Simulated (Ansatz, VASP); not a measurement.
**Ti3C2 in VASP and in Ansatz**

Contents of POSCAR:

```
Ti3C2
1.0
   -3.0640472894      0.0000000000      0.0000000000
   -1.5320236447     -2.6535427910      0.0000000000
    0.0000000000      0.0000000000     16.1185180878
Ti C
6 4
Direct
    0.3333333333      0.3333333333      0.5573319126
    0.6666666667      0.6666666667      0.0883521340
    0.6666666667      0.6666666667      0.8496074231
    0.3333333333      0.3333333333      0.3806276446
    0.0000000000      0.0000000000      0.7034696679
    0.0000000000      0.0000000000      0.2344898893
    0.6666666667      0.6666666667      0.6229576844
    0.3333333333      0.3333333333      0.1539779059
    0.6666666667      0.6666666667      0.3150018727
    0.3333333333      0.3333333333      0.7839816513
```

The input INCAR.step1:

```
SYSTEM = Ti3C2
PREC = Accurate
ENCUT = 520
ISMEAR = 0
SIGMA = 0.15
LREAL = .False.
LASPH = .True.
NELM = 80
NBANDS = 55
GGA = PE
ALGO = Normal
EDIFF = 1E-4
LWAVE = .True.
LCHARG = .False.
```

The input INCAR.step2:

```
SYSTEM = Ti3C2
PREC = Accurate
ENCUT = 520
EDIFF = 1E-6
ISMEAR = 0
SIGMA = 0.15
LREAL = .False.
LASPH = .True.
NELM = 80
ALGO = Normal
ISIF = 2
LWAVE = .False.
LCHARG = .False.
METAGGA = R2SCAN
LMIXTAU = .True.
NBANDS = 55
ISTART = 1
```

File KPOINTS:

```
regular mesh
0
Gamma
  14 14 3
  0 0 0
```

Input for Ansatz:

```yaml
crystal:
  lattice:
    - [-3.0640472894, 0.0, 0.0]
    - [-1.5320236447, -2.653542791, 0.0]
    - [0.0, 0.0, 16.1185180878]
  atoms:
    - { symbol: Ti, position: [0.3333333333, 0.3333333333, 0.5573319126] }
    - { symbol: Ti, position: [0.6666666667, 0.6666666667, 0.088352134] }
    - { symbol: Ti, position: [0.6666666667, 0.6666666667, 0.8496074231] }
    - { symbol: Ti, position: [0.3333333333, 0.3333333333, 0.3806276446] }
    - { symbol: Ti, position: [0.0, 0.0, 0.7034696679] }
    - { symbol: Ti, position: [0.0, 0.0, 0.2344898893] }
    - { symbol: C, position: [0.6666666667, 0.6666666667, 0.6229576844] }
    - { symbol: C, position: [0.3333333333, 0.3333333333, 0.1539779059] }
    - { symbol: C, position: [0.6666666667, 0.6666666667, 0.3150018727] }
    - { symbol: C, position: [0.3333333333, 0.3333333333, 0.7839816513] }
basis:
  ecutwfc: 500
kpoints:
  mp_grid: { grid: [14, 14, 3] }
hamiltonian:
  xc: r2scan
scf:
  occupations: { method: gaussian, width: 0.15 }
output:
  forces: true
  stress: true
  eigenvalues: true
  write_density: true
  write_potential: true
  elf: true
  volumetric_format: npy
```

Alike in both runs: task single point; functional r2SCAN; k mesh 14 × 14 × 3; occupations gaussian, width 0.15 eV; no spin polarisation.

|  | VASP | Ansatz |
| --- | --- | --- |
| version | VASP 6.6.1 | Ansatz 0.2.0 |
| potentials or method | VASP PAW PBE potentials, release 64 (Ti_sv, C), cutoff 520 eV | scalar-relativistic, plane waves, PAW |
| valence electrons in the cell | 88 | 88 |

|  | VASP | Ansatz | Ansatz less VASP |
| --- | --- | --- | --- |
| gap on the k mesh at the Fermi level (eV) | none | none | - |
| pressure (GPa) | -0.1 | -0.9 | -0.77 |
| traceless stress, the component that is largest in VASP (GPa) | -4.56 | -4.55 | +0.011 |
| rms of the force components (eV/Å) | 0.177 | 0.165 | -0.0120 |

VASP's potentials were made for PBE, not for r2SCAN. Atom by atom the forces differ by 0.038 eV/Å (rms over components). A gap of «none» marks a metal or a gap that the smearing closes.
